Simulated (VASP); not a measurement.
# Al2O3 (P-3m1) in VASP: relaxation of cell and atoms with PBEsol

Aim: the relaxation of cell and atoms of Al2O3 with PBEsol.

Program: VASP 6.6.1. These are calculated values, not measurements. Logs are shortened: lines on timing, memory, paths and dates and some standing lists are left out, and cuts for length are marked.

### Step 1. The cell of the first run

It takes space group P-3m1 (No. 164, trigonal). Conventional cell: a = 3.017 Å, b = 3.017 Å, c = 7.575 Å, α = 90.00°, β = 90.00°, γ = 120.00°. Al (site symmetry 3m) has 4 O at 1.68 to 1.84 Å within 2.2 Å. O (site symmetry 3m) has 3 Al at 1.84 Å within 2.4 Å. O (site symmetry -3m) has 2 Al at 1.68 Å within 2.2 Å.

### Step 2. Relaxation of cell and atoms, PBEsol

The input, INCAR:

```
  PREC = Accurate
  ENCUT = 1340
  EDIFF = 1E-7
  ISMEAR = 0
  SIGMA = 0.01
  LREAL = False
  LASPH = True
  NELM = 120
  ALGO = Normal
  ISIF = 3
  LWAVE = False
  LCHARG = False
  GGA = PS
  IBRION = 2
  NSW = 100
  EDIFFG = -0.01
  GGA_COMPAT = False
  NELMIN = 4
```

The input, KPOINTS:

```
regular mesh
0
Gamma
  12 12 4
```

The input, POSCAR:

```
Al2O3
1.0
    3.0174830000      0.0000000000      0.0000000000
   -1.5087415000      2.6132169335      0.0000000000
    0.0000000000      0.0000000000      7.5746360000
Al O
2 3
Direct
    0.0000000000      0.0000000000      0.2779510000
    0.0000000000      0.0000000000      0.7220490000
    0.3333333333      0.6666666667      0.1994540000
    0.6666666667      0.3333333333      0.8005460000
    0.0000000000      0.0000000000      0.5000000000
```

Potentials or basis: VASP PAW PBE potentials, release 64 (Al, O_h).

Started as:

```console
> cat potpaw_PBE.64/Al/POTCAR potpaw_PBE.64/O_h/POTCAR > POTCAR
> mpirun -np 1 vasp_std > vasp.out
```

OUTCAR:

```text
PREC = Accurate
   ENCUT = 1340
   EDIFF = 1E-7
   ISMEAR = 0
   LREAL = False
   LASPH = True
   NELM = 120
   ISIF = 3
   GGA = PS
   IBRION = 2
   NSW = 100
   EDIFFG = -0.01
   NELMIN = 4

 ion  position               nearest neighbor table
   1  0.000  0.000  0.278-   5 1.68   3 1.84   3 1.84   3 1.84   2 3.36
   2  0.000  0.000  0.722-   5 1.68   4 1.84   4 1.84   4 1.84   1 3.36
   3  0.333  0.667  0.199-   1 1.84   1 1.84   1 1.84
   4  0.667  0.333  0.801-   2 1.84   2 1.84   2 1.84
   5  0.000  0.000  0.500-   1 1.68   2 1.68

  LATTYP: Found a hexagonal cell.
 ALAT       =     3.0174830000
 C/A-ratio  =     2.5102497678

  Lattice vectors:

 A1 = (   3.0174830000,   0.0000000000,   0.0000000000)
 A2 = (  -1.5087415000,   2.6132169335,   0.0000000000)
 A3 = (   0.0000000000,   0.0000000000,   7.5746360000)

Analysis of symmetry for initial positions (statically):
=====================================================================
 Subroutine PRICEL returns:
 Original cell was already a primitive cell.

 Routine SETGRP: Setting up the symmetry group for a
 hexagonal supercell.

 Subroutine GETGRP returns: Found 12 space group operations
 (whereof 12 operations were pure point group operations)
 out of a pool of 24 trial point group operations.

The static configuration has the point symmetry D_3d.

Analysis of symmetry for dynamics (positions and initial velocities):
=====================================================================
 Subroutine PRICEL returns:
 Original cell was already a primitive cell.

 Routine SETGRP: Setting up the symmetry group for a
 hexagonal supercell.

 Subroutine GETGRP returns: Found 12 space group operations
 (whereof 12 operations were pure point group operations)
 out of a pool of 24 trial point group operations.

The dynamic configuration has the point symmetry D_3d.

 Subroutine INISYM returns: Found 12 space group operations
 (whereof 12 operations are pure point group operations),
 and found     1 'primitive' translations

----------------------------------------------------------------------------------------

                                     Primitive cell

  volume of cell :      59.7286

  direct lattice vectors                    reciprocal lattice vectors
     3.017483000  0.000000000  0.000000000     0.331402033  0.191335053  0.000000000
    -1.508741500  2.613216933  0.000000000     0.000000000  0.382670106  0.000000000
     0.000000000  0.000000000  7.574636000     0.000000000  0.000000000  0.132019545

  length of vectors
     3.017483000  3.017483000  7.574636000     0.382670106  0.382670106  0.132019545

  position of ions in fractional coordinates (direct lattice)
     0.000000000  0.000000000  0.277951000
     0.000000000  0.000000000  0.722049000
     0.333333333  0.666666667  0.199454000
     0.666666667  0.333333333  0.800546000
     0.000000000  0.000000000  0.500000000

  ion indices of the primitive-cell ions
   primitive index   ion index
                 1           1
                 2           2
                 3           3
                 4           4
                 5           5

----------------------------------------------------------------------------------------

 KPOINTS: regular mesh

Automatic generation of k-mesh.
 Grid dimensions read from file:
 generate k-points for:   12   12    4

 Generating k-lattice:

  Cartesian coordinates                     Fractional coordinates (reciprocal lattice)
     0.027616836  0.015944588  0.000000000     0.083333333  0.000000000  0.000000000
     0.000000000  0.031889175  0.000000000     0.000000000  0.083333333  0.000000000
     0.000000000  0.000000000  0.033004886     0.000000000  0.000000000  0.250000000

  Length of vectors
     0.031889175  0.031889175  0.033004886

  Shift w.r.t. Gamma in fractional coordinates (k-lattice)
     0.000000000  0.000000000  0.000000000

 Subroutine IBZKPT returns following result:
 ===========================================

 Found     69 irreducible k-points:

 Following reciprocal coordinates:
            Coordinates               Weight
  0.000000  0.000000  0.000000      1.000000
  0.083333  0.000000  0.000000      6.000000
  0.166667  0.000000  0.000000      6.000000
  0.250000  0.000000  0.000000      6.000000
  0.333333  0.000000  0.000000      6.000000
  0.416667 -0.000000  0.000000      6.000000
[... 16 lines left out ...]
  0.166667  0.000000  0.250000      6.000000
  0.000000  0.166667  0.250000      6.000000
 [... further k-points ...]
   k-points           NKPTS =     69   k-points in BZ     NKDIM =     69   number of bands    NBANDS=     16
   number of dos      NEDOS =    301   number of ions     NIONS =      5
   total plane-waves  NPLWV = 116640
   dimension x,y,z NGX =    36 NGY =   36 NGZ =   90
   dimension x,y,z NGXF=    72 NGYF=   72 NGZF=  180
   ions per type =               2   3
   NGX,Y,Z   is equivalent  to a cutoff of  19.83, 19.83, 19.75 a.u.
   NGXF,Y,Z  is equivalent  to a cutoff of  39.67, 39.67, 39.51 a.u.
 SYSTEM =  unknown system
   PREC   = accura    normal or accurate (medium, high low for compatibility)
   ISTART =      0    job   : 0-new  1-cont  2-samecut
   ICHARG =      2    charge: 1-file 2-atom 10-const
   ISPIN  =      1    spin polarized calculation?
   LNONCOLLINEAR =      F non collinear calculations
   LSORBIT =      F    spin-orbit coupling
   LASPH  =      T    aspherical Exc in radial PAW
   ENCUT  = 1340.0 eV  98.49 Ry    9.92 a.u.   9.01  9.01 22.61*2*pi/ulx,y,z
   NELM   =    120;   NELMIN=  4; NELMDL= -5     # of ELM steps
   EDIFF  = 0.1E-06   stopping-criterion for ELM
   LREAL  =      F    real-space projection
   EDIFFG = -.1E-01   stopping-criterion for IOM
   NSW    =    100    number of steps for IOM
   IBRION =      2    ionic relax: 0-MD 1-quasi-New 2-CG
   NFREE  =      1    steps in history (QN), initial steepest desc. (CG)
   ISIF   =      3    stress and relaxation
   ISYM   =      2    0-nonsym 1-usesym 2-fastsym
   POTIM  = 0.5000    time-step for ionic-motion
   TEBEG  =    0.0;   TEEND  =   0.0 temperature during run
   PSTRESS=    0.0 pullay stress
   NELECT =      24.0000    total number of electrons
   NUPDOWN=      -1.0000    fix difference up-down
   EMIN   =  10.00;   EMAX   =-10.00  energy-range for DOS
   EFERMI =   0.00;   METHOD = LEGACY
   ISMEAR =     0;   SIGMA  =   0.01  broadening in eV -4-tet -1-fermi 0-gaus
   EFERMI_NEDOS =   21; number of points for ismear=-14 and -15
   IALGO  =     38    algorithm
   IMIX   =      4    mixing-type and parameters
     AMIX     =   0.40;   BMIX     =  1.00
     AMIX_MAG =   1.60;   BMIX_MAG =  1.00
  volume/ion in A,a.u.               =      11.95        80.61
  Fermi-wavevector in a.u.,A,eV,Ry     =   1.208049  2.282882 19.856103  1.459382
  Thomas-Fermi vector in A             =   2.343668
   LORBIT       =      0    0 simple, 1 ext, 2 COOP (PROOUT), +10 PAW based schemes
   GGA     = PS    functional components
   LHFCALC =     F    Hartree Fock is set to
   AEXX    =    0.0000 exact exchange contribution
   IVDW    =     0    specifies the selected vdW correction
   LEPSILON=     F    determine dielectric tensor
   LRPA    =     F    only Hartree local field effects (RPA)
 conjugate gradient relaxation of ions
 non-spin polarized calculation
 Gauss-broadening in eV      SIGMA  =   0.01
  energy-cutoff  :     1340.00
  volume of cell :       59.73
 maximum number of plane-waves:      6723
   NGX = 17   NGY = 17   NGZ = 45

--------------------------------------- Ionic step        1  -------------------------------------------

 number of electron      23.9999996 magnetization

 Free energy of the ion-electron system (eV)
  ---------------------------------------------------
  ext. energy  EPLUGINS =         0.00000000
  ---------------------------------------------------
  free energy    TOTEN  =       -37.76856774 eV

  energy without entropy =      -37.76856774  energy(sigma->0) =      -37.76856774

------------------------ aborting loop because EDIFF is reached ----------------------------------------

  FORCE on cell =-STRESS in cart. coord.  units (eV):
  Direction    XX          YY          ZZ          XY          YZ          ZX
  --------------------------------------------------------------------------------------
  -------------------------------------------------------------------------------------
  Total       -1.5637679     -1.5637679     -1.0249613      0.0000000      0.0000000      0.0000000
  in kB      -41.9469921    -41.9469921    -27.4938772      0.0000000      0.0000000      0.0000000
  external PRESSURE =     -37.1292871 kB  Pullay stress =       0.0000000 kB
[... 98 lines left out ...]
  FREE ENERGIE OF THE ION-ELECTRON SYSTEM (eV)
  ---------------------------------------------------
  free  energy   TOTEN  =       -37.7852962819 eV

  energy  without entropy=      -37.7852962819  energy(sigma->0) =      -37.78529628

 E-fermi :   4.3722     XC(G=0): -10.0146

 val. band max:        4.3168066999   @ k =   0.0000   0.0000   0.0000
 cond. band min:       6.6582610351   @ k =   0.0000   0.0000   0.0000
 fundamental gap:      2.3414543352
 Fermi energy:         4.3722300108

 k-point     1 :       0.0000    0.0000    0.0000
  band No.  band energies     occupation
      1     -15.3983      2.00000
      2     -15.2033      2.00000
      3     -12.5592      2.00000
      4      -1.6841      2.00000
      5      -0.3381      2.00000
      6       0.5185      2.00000
[... 8 lines left out ...]
     15      11.6130      0.00000
     16      14.7896      0.00000
[... 420 lines left out ...]
  band No.  band energies     occupation
      1     -15.1553      2.00000
      2     -15.0357      2.00000
      3     -12.4374      2.00000
      4      -1.6969      2.00000
      5      -0.5664      2.00000
      6      -0.4337      2.00000
[... 8 lines left out ...]
     15      11.6892      0.00000
     16      13.5804      0.00000

 [... further k-points ...]

[... ionic steps 4 to 13 ...]

--------------------------------------- Ionic step       14  -------------------------------------------

 number of electron      23.9999996 magnetization

------------------------ aborting loop because EDIFF is reached ----------------------------------------

  FORCE on cell =-STRESS in cart. coord.  units (eV):
  Direction    XX          YY          ZZ          XY          YZ          ZX
  --------------------------------------------------------------------------------------
  -------------------------------------------------------------------------------------
  Total        0.0217766      0.0217766     -0.0396008      0.0000000      0.0000000     -0.0000000
  in kB        0.5873305      0.5873305     -1.0680613      0.0000000      0.0000000     -0.0000000
  external PRESSURE =       0.0355332 kB  Pullay stress =       0.0000000 kB
[... 63 lines left out ...]
  energy  without entropy=      -37.7881002005  energy(sigma->0) =      -37.78810020

--------------------------------------- Ionic step       16  -------------------------------------------

 number of electron      23.9999995 magnetization

 Free energy of the ion-electron system (eV)
  ---------------------------------------------------
  ext. energy  EPLUGINS =         0.00000000
  ---------------------------------------------------
  free energy    TOTEN  =       -37.78810263 eV

  energy without entropy =      -37.78810263  energy(sigma->0) =      -37.78810263

 E-fermi :   4.3035     XC(G=0):  -9.9117

 val. band max:        4.1768587158   @ k =   0.0000   0.0000   0.0000
 cond. band min:       6.5216811863   @ k =   0.0000   0.0000   0.0000
 fundamental gap:      2.3448224706
 Fermi energy:         4.3034585741

 k-point     1 :       0.0000    0.0000    0.0000
  band No.  band energies     occupation
      1     -15.5262      2.00000
      2     -15.3494      2.00000
      3     -12.6957      2.00000
      4      -1.8356      2.00000
      5      -0.4218      2.00000
      6       0.3810      2.00000
[... 8 lines left out ...]
     15      11.4069      0.00000
     16      14.3458      0.00000
[... 420 lines left out ...]
  band No.  band energies     occupation
      1     -15.2876      2.00000
      2     -15.1771      2.00000
      3     -12.5753      2.00000
      4      -1.8306      2.00000
      5      -0.6847      2.00000
      6      -0.5708      2.00000
[... 8 lines left out ...]
     15      11.4961      0.00000
     16      13.3799      0.00000

 [... further k-points ...]

------------------------ aborting loop because EDIFF is reached ----------------------------------------

  FORCE on cell =-STRESS in cart. coord.  units (eV):
  Direction    XX          YY          ZZ          XY          YZ          ZX
  --------------------------------------------------------------------------------------
  -------------------------------------------------------------------------------------
  Total       -0.0206319     -0.0206319     -0.0246909     -0.0000000     -0.0000000      0.0000000
  in kB       -0.5559988     -0.5559988     -0.6653818     -0.0000000     -0.0000000      0.0000000
  external PRESSURE =      -0.5924598 kB  Pullay stress =       0.0000000 kB
[... 20 lines left out ...]
  FREE ENERGIE OF THE ION-ELECTRON SYSTEM (eV)
  ---------------------------------------------------
  free  energy   TOTEN  =       -37.7881026320 eV

  energy  without entropy=      -37.7881026320  energy(sigma->0) =      -37.78810263

 reached required accuracy - stopping structural energy minimisation
```

It took 18 min on 1 thread of Intel Xeon 6975P-C (Granite Rapids), shared host; peak memory 0.52 GiB.

What came out:

| Quantity | Value |
| --- | --- |
| Free energy | -37.7881 eV |
| Relaxed volume | 11.89 Å³/atom |
| Relaxed cell | a = 2.988 Å, b = 2.988 Å, c = 7.691 Å, α = 90.00°, β = 90.00°, γ = 120.00° |
| Space group after relaxing (to 0.1 Å) | P-3m1 (No. 164) |
| Energy gained by relaxing | 3.9 meV/atom |
| Ionic steps | 16 |
| Pressure after relaxing | -0.1 GPa |
| Largest force after relaxing | 0.008 eV/Å |
| Band gap on the k mesh | 2.34 eV |

Forces on the atoms (eV/Å):
```
Al   0.000  0.000  0.005
Al   0.000  0.000 -0.005
O    0.000  0.000  0.008
O    0.000  0.000 -0.008
O    0.000  0.000  0.000
```

Step by step:
```csv
step,energy change (eV),largest force (eV/Å),pressure (GPa),volume (Å³)
1,0.0000,0.1705,-3.71,59.73
2,-0.0038,0.2340,3.69,57.37
3,-0.0167,0.0669,0.09,58.45
4,-0.0162,0.2837,-0.01,58.37
5,-0.0175,0.0859,0.04,58.42
6,-0.0179,0.0181,0.04,58.42
7,-0.0179,0.0234,0.04,58.42
8,-0.0180,0.0229,0.04,58.44
9,-0.0181,0.0216,0.05,58.49
10,-0.0184,0.0175,0.08,58.60
11,-0.0189,0.0097,0.14,58.82
12,-0.0194,0.0205,0.28,59.26
13,-0.0195,0.0046,0.14,59.33
14,-0.0195,0.0226,0.00,59.40
15,-0.0195,0.0109,-0.04,59.44
16,-0.0195,0.0078,-0.06,59.45
```

Final structure:
```yaml
crystal:
  lattice:
    - [2.98769, 0.00000, 0.00000]
    - [-1.49385, 2.58742, 0.00000]
    - [0.00000, 0.00000, 7.69084]
  atoms:
    - { symbol: Al, position: [0.00000, 0.00000, 0.28240] }
    - { symbol: Al, position: [0.00000, 0.00000, 0.71760] }
    - { symbol: O, position: [0.33333, 0.66667, 0.20493] }
    - { symbol: O, position: [0.66667, 0.33333, 0.79507] }
    - { symbol: O, position: [0.00000, 0.00000, 0.50000] }
```

Levels at points of the mesh, in eV from the valence-band top:
| k point | band 10 | band 11 | band 12 | band 13 | band 14 | band 15 |
| --- | --- | --- | --- | --- | --- | --- |
| (0.00, 0.00, 0.00) | -2.49 | 0.00 | 0.00 | 2.34 | 4.30 | 7.23 |
| (0.50, 0.00, 0.00) | -3.25 | -1.86 | -0.51 | 4.51 | 6.12 | 8.26 |
| (0.00, 0.00, 0.50) | -3.15 | 0.00 | 0.00 | 3.29 | 3.32 | 8.06 |
| (0.50, 0.00, 0.50) | -3.44 | -1.80 | -0.51 | 4.90 | 5.60 | 8.15 |

Caveat: the PAW data sets were made with another functional, which shifts forces and pressure a little. A k mesh can miss the band edges.
